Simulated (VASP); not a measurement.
Zr, 1 atom in the cell. Symmetry: Fm-3m, No. 225, cubic system. The conventional cell has a = 4.510 Å, b = 4.510 Å, c = 4.510 Å, α = 90.00°, β = 90.00°, γ = 90.00°. Zr (site symmetry m-3m) has 12 Zr at 3.19 Å within 4.2 Å. This isn't the form of Zr at room conditions, which is hcp.

| Quantity | Value |
| --- | --- |
| Program | VASP 6.6.1 |
| Task | single point |
| Functional | HSE06 |
| Potentials or basis | VASP PAW PBE potentials, release 64 (Zr_sv) |
| Cutoff | 400 eV |
| k mesh | 7 × 7 × 7 |
| Occupations | gaussian, width 0.1 eV |
| Spin | non-collinear spin, zero start, spin-orbit coupling |
| Starting moments | [[0.0, 0.0, 0.0]] μB |
| Dipole correction | no |
| Grid for exact exchange (PRECFOCK) | Normal |
| Further INCAR settings | ALGO = Normal; EDIFF = 1e-06; NBANDS = 23 |
| Share of exact exchange | 0.25 |
| Screening parameter | 0.2079 1/Å |

Potentials or basis: VASP PAW PBE potentials, release 64 (Zr_sv).

Launch:

```bash
$ cat potpaw_PBE.64/Zr_sv/POTCAR > POTCAR
$ cp INCAR.step1 INCAR
$ mpirun -np 4 vasp_ncl > vasp.out
$ cp INCAR.step2 INCAR
$ mpirun -np 4 vasp_ncl > vasp.out
```

Hardware: 4 MPI ranks on Intel(R) Xeon(R) Platinum 8259CL CPU @ 2.50GHz (Skylake/Cascade Lake), with other jobs on the host.

Problem. Estimate the wall time of this run.

Solution. Run time: 16 min on 4 MPI ranks on Intel(R) Xeon(R) Platinum 8259CL CPU @ 2.50GHz (Skylake/Cascade Lake), with other jobs on the host, peak memory 0.28 GiB a rank. Counts: k points 20.
